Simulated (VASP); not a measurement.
# Rb (Im-3m) in VASP: further runs

The runs below take Rb through single point, relaxation of cell and atoms, with PBEsol.

Program: VASP 6.6.1. These are calculated values, not measurements. Logs are shortened: lines on timing, memory, paths and dates and some standing lists are left out, and cuts for length are marked.

### Step 1. The cell of the first run

Symmetry: Im-3m, No. 229, cubic system. The conventional cell has a = 5.605 Å, b = 5.605 Å, c = 5.605 Å, α = 90.00°, β = 90.00°, γ = 90.00°.

### Step 2. Single point, PBEsol

File INCAR:

```
SYSTEM = Rb
PREC = Accurate
ENCUT = 520
EDIFF = 1E-7
ISMEAR = 1
SIGMA = 0.05
LREAL = .FALSE.
LASPH = .TRUE.
NELM = 100
ALGO = Normal
ISIF = 2
LWAVE = .FALSE.
LCHARG = .TRUE.
GGA = PS
LELF = .TRUE.
LVHAR = .TRUE.
NBANDS = 10
```

File KPOINTS:

```
regular mesh
0
G
  6 6 6
  0 0 0
```

File POSCAR:

```
Rb
1.0
    4.8540720380     -0.0000000269     -0.0000000466
   -1.6180239873      4.5764630149     -0.0000000466
   -1.6180239873     -2.2882314403      3.9633332692
Rb
1
Direct
    0.0000000000      0.0000000000      0.0000000000
```

Potentials or basis: VASP PAW PBE potentials, release 64 (Rb_sv).

Command:

```bash
$ cat potpaw_PBE.64/Rb_sv/POTCAR > POTCAR
$ mpirun -np 1 vasp_std > vasp.out
```

OUTCAR:

```text
SYSTEM = Rb
   PREC = Accurate
   ENCUT = 520
   EDIFF = 1E-7
   ISMEAR = 1
   LREAL = .FALSE.
   LASPH = .TRUE.
   NELM = 100
   ISIF = 2
   GGA = PS

 ion  position               nearest neighbor table
   1  0.000  0.000  0.000-

  LATTYP: Found a body centered cubic cell.
 ALAT       =     5.6049995957

  Lattice vectors:

 A1 = (   4.8540720380,  -0.0000000269,  -0.0000000466)
 A2 = (  -1.6180239873,   4.5764630149,  -0.0000000466)
 A3 = (  -1.6180239873,  -2.2882314403,   3.9633332692)

Analysis of symmetry for initial positions (statically):
=====================================================================
 Subroutine PRICEL returns:
 Original cell was already a primitive cell.

 Routine SETGRP: Setting up the symmetry group for a
 body centered cubic supercell.

 Subroutine GETGRP returns: Found 48 space group operations
 (whereof 48 operations were pure point group operations)
 out of a pool of 48 trial point group operations.

The static configuration has the point symmetry O_h .

Analysis of symmetry for dynamics (positions and initial velocities):
=====================================================================
 Subroutine PRICEL returns:
 Original cell was already a primitive cell.

 Routine SETGRP: Setting up the symmetry group for a
 body centered cubic supercell.

 Subroutine GETGRP returns: Found 48 space group operations
 (whereof 48 operations were pure point group operations)
 out of a pool of 48 trial point group operations.

The dynamic configuration has the point symmetry O_h .

 Subroutine INISYM returns: Found 48 space group operations
 (whereof 48 operations are pure point group operations),
 and found     1 'primitive' translations

----------------------------------------------------------------------------------------

                                     Primitive cell

  volume of cell :      88.0434

  direct lattice vectors                    reciprocal lattice vectors
     4.854072038 -0.000000027 -0.000000047     0.206012601  0.072836454  0.126156435
    -1.618023987  4.576463015 -0.000000047     0.000000002  0.218509361  0.126156435
    -1.618023987 -2.288231440  3.963333269     0.000000002  0.000000003  0.252312875

  length of vectors
     4.854072038  4.854072038  4.854072038     0.252312875  0.252312875  0.252312875

  position of ions in fractional coordinates (direct lattice)
     0.000000000  0.000000000  0.000000000

  ion indices of the primitive-cell ions
   primitive index   ion index
                 1           1

----------------------------------------------------------------------------------------

 KPOINTS: regular mesh

Automatic generation of k-mesh.
 Grid dimensions read from file:
 generate k-points for:    6    6    6

 Generating k-lattice:

  Cartesian coordinates                     Fractional coordinates (reciprocal lattice)
     0.034335434  0.012139409  0.021026072     0.166666667  0.000000000 -0.000000000
     0.000000000  0.036418227  0.021026072    -0.000000000  0.166666667  0.000000000
     0.000000000  0.000000001  0.042052146     0.000000000  0.000000000  0.166666667

  Length of vectors
     0.042052146  0.042052146  0.042052146

  Shift w.r.t. Gamma in fractional coordinates (k-lattice)
     0.000000000  0.000000000  0.000000000

 Subroutine IBZKPT returns following result:
 ===========================================

 Found     16 irreducible k-points:

 Following reciprocal coordinates:
            Coordinates               Weight
  0.000000  0.000000  0.000000      1.000000
  0.166667 -0.000000 -0.000000     12.000000
  0.333333 -0.000000 -0.000000     12.000000
  0.500000  0.000000 -0.000000      6.000000
  0.166667  0.166667  0.000000     24.000000
  0.333333  0.166667 -0.000000     48.000000
[... 8 lines left out ...]
  0.500000  0.500000  0.333333     12.000000
  0.500000  0.500000  0.500000      1.000000
   k-points           NKPTS =     16   k-points in BZ     NKDIM =     16   number of bands    NBANDS=     10
   number of dos      NEDOS =    301   number of ions     NIONS =      1
   total plane-waves  NPLWV =  46656
   dimension x,y,z NGX =    36 NGY =   36 NGZ =   36
   dimension x,y,z NGXF=    72 NGYF=   72 NGZF=   72
   ions per type =               1
   NGX,Y,Z   is equivalent  to a cutoff of  12.33, 12.33, 12.33 a.u.
   NGXF,Y,Z  is equivalent  to a cutoff of  24.66, 24.66, 24.66 a.u.
 SYSTEM =  Rb
   PREC   = accura    normal or accurate (medium, high low for compatibility)
   ISTART =      0    job   : 0-new  1-cont  2-samecut
   ICHARG =      2    charge: 1-file 2-atom 10-const
   ISPIN  =      1    spin polarized calculation?
   LNONCOLLINEAR =      F non collinear calculations
   LSORBIT =      F    spin-orbit coupling
   LASPH  =      T    aspherical Exc in radial PAW
   ENCUT  =  520.0 eV  38.22 Ry    6.18 a.u.   9.03  9.03  9.03*2*pi/ulx,y,z
   NELM   =    100;   NELMIN=  2; NELMDL= -5     # of ELM steps
   EDIFF  = 0.1E-06   stopping-criterion for ELM
   LREAL  =      F    real-space projection
   EDIFFG = 0.1E-05   stopping-criterion for IOM
   NSW    =      0    number of steps for IOM
   IBRION =     -1    ionic relax: 0-MD 1-quasi-New 2-CG
   NFREE  =      0    steps in history (QN), initial steepest desc. (CG)
   ISIF   =      2    stress and relaxation
   ISYM   =      2    0-nonsym 1-usesym 2-fastsym
   POTIM  = 0.5000    time-step for ionic-motion
   TEBEG  =    0.0;   TEEND  =   0.0 temperature during run
   PSTRESS=    0.0 pullay stress
   NELECT =       9.0000    total number of electrons
   NUPDOWN=      -1.0000    fix difference up-down
   EMIN   =  10.00;   EMAX   =-10.00  energy-range for DOS
   EFERMI =   0.00;   METHOD = LEGACY
   ISMEAR =     1;   SIGMA  =   0.05  broadening in eV -4-tet -1-fermi 0-gaus
   EFERMI_NEDOS =   21; number of points for ismear=-14 and -15
   IALGO  =     38    algorithm
   IMIX   =      4    mixing-type and parameters
     AMIX     =   0.40;   BMIX     =  1.00
     AMIX_MAG =   1.60;   BMIX_MAG =  1.00
  volume/ion in A,a.u.               =      88.04       594.15
  Fermi-wavevector in a.u.,A,eV,Ry     =   0.765462  1.446513  7.972082  0.585931
  Thomas-Fermi vector in A             =   1.865587
   LORBIT       =      0    0 simple, 1 ext, 2 COOP (PROOUT), +10 PAW based schemes
   GGA     = PS    functional components
   LHFCALC =     F    Hartree Fock is set to
   AEXX    =    0.0000 exact exchange contribution
   IVDW    =     0    specifies the selected vdW correction
   LEPSILON=     F    determine dielectric tensor
   LRPA    =     F    only Hartree local field effects (RPA)
 non-spin polarized calculation
 Methfessel and Paxton  Order N= 1 SIGMA  =   0.05
  energy-cutoff  :      520.00
  volume of cell :       88.04
 maximum number of plane-waves:      2394
   NGX = 19   NGY = 19   NGZ = 19

 number of electron       9.0000000 magnetization

 Free energy of the ion-electron system (eV)
  ---------------------------------------------------
  ext. energy  EPLUGINS =         0.00000000
  ---------------------------------------------------
  free energy    TOTEN  =        -1.00324094 eV

  energy without entropy =       -1.00015792  energy(sigma->0) =       -1.00221327

 E-fermi :   0.0403     XC(G=0):  -5.6034

 val. band max:       -0.1856150354   @ k =   0.1667   0.1667   0.1667
 cond. band min:       0.0440475543   @ k =   0.3333   0.1667  -0.0000
 fundamental gap:      0.2296625897
 Fermi energy:         0.0403436767

 k-point     1 :       0.0000    0.0000    0.0000
  band No.  band energies     occupation
      1     -28.8183      2.00000
      2     -12.8619      2.00000
      3     -12.8619      2.00000
      4     -12.8619      2.00000
      5      -2.0001      2.00000
      6       3.7302      0.00000
      7       3.7302      0.00000
      8       3.7302      0.00000
      9       4.7006      0.00000
     10       4.7006      0.00000

 k-point     2 :       0.1667   -0.0000   -0.0000
  band No.  band energies     occupation
      1     -28.8170      2.00000
      2     -12.8895      2.00000
      3     -12.8709      2.00000
      4     -12.8619      2.00000
      5      -1.6669      2.00000
      6       3.1341      0.00000
      7       3.3404      0.00000
      8       4.0426      0.00000
      9       4.4291      0.00000
     10       4.6139      0.00000

 k-point     3 :       0.3333   -0.0000   -0.0000
  band No.  band energies     occupation
      1     -28.8146      2.00000
      2     -12.9436      2.00000
      3     -12.8889      2.00000
      4     -12.8619      2.00000
      5      -0.7581      2.00000
      6       1.8667      0.00000
      7       2.8131      0.00000
      8       4.5539      0.00000
      9       4.7226      0.00000
     10       4.9377      0.00000

 k-point     4 :       0.5000    0.0000   -0.0000
  band No.  band energies     occupation
      1     -28.8133      2.00000
      2     -12.9701      2.00000
      3     -12.8979      2.00000
      4     -12.8619      2.00000
      5       0.2486     -0.00000
      6       0.8230     -0.00000
      7       2.6105      0.00000
      8       4.3507      0.00000
      9       5.2765      0.00000
     10       5.3369      0.00000

 k-point     5 :       0.1667    0.1667    0.0000
  band No.  band energies     occupation
      1     -28.8152      2.00000
      2     -12.9263      2.00000
      3     -12.8823      2.00000
      4     -12.8682      2.00000
      5      -1.0410      2.00000
      6       2.3911      0.00000
      7       2.7285      0.00000
      8       4.2967      0.00000
      9       4.4919      0.00000
     10       5.0782      0.00000

 k-point     6 :       0.3333    0.1667   -0.0000
  band No.  band energies     occupation
      1     -28.8133      2.00000
      2     -12.9564      2.00000
      3     -12.9035      2.00000
      4     -12.8704      2.00000
      5       0.0440      0.87500
      6       1.3457      0.00000
      7       2.2921      0.00000
      8       4.1592      0.00000
      9       4.8638      0.00000
     10       5.3711      0.00000

 k-point     7 :       0.3333    0.3333    0.0000
  band No.  band energies     occupation
      1     -28.8127      2.00000
      2     -12.9364      2.00000
      3     -12.9364      2.00000
      4     -12.8755      2.00000
      5       1.1332      0.00000
      6       1.1332      0.00000
      7       1.2816      0.00000
      8       4.0798      0.00000
      9       4.8911      0.00000
     10       4.8911      0.00000

 k-point     8 :       0.1667    0.1667    0.1667
  band No.  band energies     occupation
      1     -28.8138      2.00000
      2     -12.9472      2.00000
      3     -12.8861      2.00000
      4     -12.8861      2.00000
      5      -0.1856      2.00000
      6       1.9201      0.00000
      7       1.9201      0.00000
      8       4.0089      0.00000
      9       5.1490      0.00000
     10       5.1490      0.00000

 k-point     9 :       0.3333    0.1667    0.1667
  band No.  band energies     occupation
      1     -28.8131      2.00000
      2     -12.9422      2.00000
      3     -12.9106      2.00000
      4     -12.8881      2.00000
      5       0.9142     -0.00000
      6       1.0318     -0.00000
      7       1.7721      0.00000
      8       3.3015      0.00000
      9       5.2927      0.00000
     10       5.4193      0.00000

 k-point    10 :      -0.1667    0.1667    0.1667
  band No.  band energies     occupation
      1     -28.8159      2.00000
      2     -12.8948      2.00000
      3     -12.8803      2.00000
      4     -12.8803      2.00000
      5      -1.3452      2.00000
      6       3.1723      0.00000
      7       3.2649      0.00000
      8       3.2649      0.00000
      9       4.1455      0.00000
     10       5.2473      0.00000

 k-point    11 :      -0.3333    0.3333    0.1667
  band No.  band energies     occupation
      1     -28.8135      2.00000
      2     -12.9387      2.00000
      3     -12.8990      2.00000
      4     -12.8826      2.00000
      5      -0.4663      2.00000
      6       1.9506      0.00000
      7       2.9408      0.00000
      8       3.3790      0.00000
      9       4.7716      0.00000
     10       4.9257      0.00000

 k-point    12 :       0.5000    0.5000    0.1667
  band No.  band energies     occupation
      1     -28.8123      2.00000
      2     -12.9624      2.00000
      3     -12.9083      2.00000
      4     -12.8816      2.00000
      5       0.5892     -0.00000
      6       0.8943     -0.00000
      7       2.7846      0.00000
      8       3.1873      0.00000
      9       4.8302      0.00000
     10       6.0678      0.00000

 k-point    13 :      -0.3333    0.5000    0.1667
  band No.  band energies     occupation
      1     -28.8118      2.00000
      2     -12.9490      2.00000
      3     -12.9248      2.00000
      4     -12.8896      2.00000
      5       0.5307     -0.00000
      6       1.4485      0.00000
      7       2.0966      0.00000
      8       3.7759      0.00000
      9       4.2055      0.00000
     10       5.3597      0.00000

 k-point    14 :      -0.3333    0.3333    0.3333
  band No.  band energies     occupation
      1     -28.8114      2.00000
      2     -12.9332      2.00000
      3     -12.9190      2.00000
      4     -12.9190      2.00000
      5       0.2897     -0.00000
      6       1.7544      0.00000
      7       3.1169      0.00000
      8       3.1169      0.00000
      9       3.5207      0.00000
     10       5.2474      0.00000

 k-point    15 :       0.5000    0.5000    0.3333
  band No.  band energies     occupation
      1     -28.8104      2.00000
      2     -12.9470      2.00000
      3     -12.9289      2.00000
      4     -12.9202      2.00000
      5       1.1003      0.00000
      6       1.2243      0.00000
      7       2.6464      0.00000
      8       3.1535      0.00000
      9       3.8488      0.00000
     10       5.7353      0.00000

 k-point    16 :       0.5000    0.5000    0.5000
  band No.  band energies     occupation
      1     -28.8094      2.00000
      2     -12.9392      2.00000
      3     -12.9392      2.00000
      4     -12.9392      2.00000
      5       1.2627      0.00000
      6       1.2627      0.00000
      7       3.3460      0.00000
      8       3.3460      0.00000
      9       3.3460      0.00000
     10       4.9972      0.00000

------------------------ aborting loop because EDIFF is reached ----------------------------------------

  FORCE on cell =-STRESS in cart. coord.  units (eV):
  Direction    XX          YY          ZZ          XY          YZ          ZX
  --------------------------------------------------------------------------------------
  -------------------------------------------------------------------------------------
  Total       -0.0182648     -0.0182648     -0.0182648     -0.0000000      0.0000000     -0.0000000
  in kB       -0.3323751     -0.3323751     -0.3323751     -0.0000000      0.0000000     -0.0000000
  external PRESSURE =      -0.3323751 kB  Pullay stress =       0.0000000 kB

 VOLUME and BASIS-vectors are now :
 -----------------------------------------------------------------------------
  energy-cutoff  :      520.00
  volume of cell :       88.04
      direct lattice vectors                 reciprocal lattice vectors
     4.854072038 -0.000000027 -0.000000047     0.206012601  0.072836454  0.126156435
    -1.618023987  4.576463015 -0.000000047     0.000000002  0.218509361  0.126156435
    -1.618023987 -2.288231440  3.963333269     0.000000002  0.000000003  0.252312875

 POSITION                                       TOTAL-FORCE (eV/Angst)
 -----------------------------------------------------------------------------------
      0.00000      0.00000      0.00000        -0.000000     -0.000000      0.000000
 -----------------------------------------------------------------------------------
    total drift:                                0.000000      0.000000     -0.000000

  FREE ENERGIE OF THE ION-ELECTRON SYSTEM (eV)
  ---------------------------------------------------
  free  energy   TOTEN  =        -1.0032409423 eV

  energy  without entropy=       -1.0001579205  energy(sigma->0) =       -1.00221327
```

Wall time 21 s (1 thread of Intel Xeon 8259CL, shared host); peak memory 0.2 GiB.

What came out:

```
Free energy            : -1.0032 eV
Pressure               : 0.0 GPa
Band gap on the k mesh : zero (an odd number of electrons rules out a gap without spin polarisation)
```

Levels at points of the mesh, in eV from the Fermi level:
```tsv
k point	band 2	band 3	band 4	band 5	band 6	band 7
(0.00, 0.00, 0.00)	-12.90	-12.90	-12.90	-2.04	3.69	3.69
(0.50, 0.00, 0.00)	-13.01	-12.94	-12.90	0.21	0.78	2.57
(0.50, 0.50, 0.50)	-12.98	-12.98	-12.98	1.22	1.22	3.31
```

Caveat: the PAW data sets were made with another functional, which shifts forces and pressure a little.

### Step 3. Relaxation of cell and atoms, PBEsol

File INCAR:

```
PREC = Accurate ; ENCUT = 600
EDIFF = 1E-7 ; ISMEAR = 1
SIGMA = 0.05 ; LREAL = False
LASPH = True ; NELM = 60
ALGO = Normal ; ISIF = 3
LWAVE = False ; LCHARG = False
GGA = PS ; IBRION = 2
NSW = 80 ; EDIFFG = -0.02
```

File KPOINTS:

```
regular mesh
0
Gamma
  6 6 6
```

POSCAR is that of step 2.

Potentials or basis: VASP PAW PBE potentials, release 64 (Rb_sv).

Command:

```bash
$ cat potpaw_PBE.64/Rb_sv/POTCAR > POTCAR
$ mpirun -np 1 vasp_std > vasp.out
```

Wall time 18 s (1 thread of Intel Xeon 8259CL, shared host); peak memory 0.23 GiB.

It converged, with:

* Free energy: -1.0032 eV
* Pressure after relaxing: 0.0 GPa
* Band gap on the k mesh: zero (an odd number of electrons rules out a gap without spin polarisation)

Final structure:
```yaml
crystal:
  lattice:
    - [4.85407, 0.00000, 0.00000]
    - [-1.61802, 4.57646, 0.00000]
    - [-1.61802, -2.28823, 3.96333]
  atoms:
    - { symbol: Rb, position: [0.00000, 0.00000, 0.00000] }
```

Levels at points of the mesh, in eV from the Fermi level:
| k point | band 1 | band 2 | band 3 | band 4 | band 5 | band 6 | band 7 | band 8 |
| --- | --- | --- | --- | --- | --- | --- | --- | --- |
| (0.00, 0.00, 0.00) | -28.86 | -12.90 | -12.90 | -12.90 | -2.04 | 3.69 | 3.69 | 3.69 |
| (0.50, 0.00, 0.00) | -28.85 | -13.01 | -12.94 | -12.90 | 0.21 | 0.78 | 2.57 | 4.31 |
| (0.50, 0.50, 0.50) | -28.85 | -12.98 | -12.98 | -12.98 | 1.22 | 1.22 | 3.31 | 3.31 |

Caveat: the PAW data sets were made with another functional, which shifts forces and pressure a little.

The gap in the log of VASP goes by the Fermi energy; the results here count the filled bands.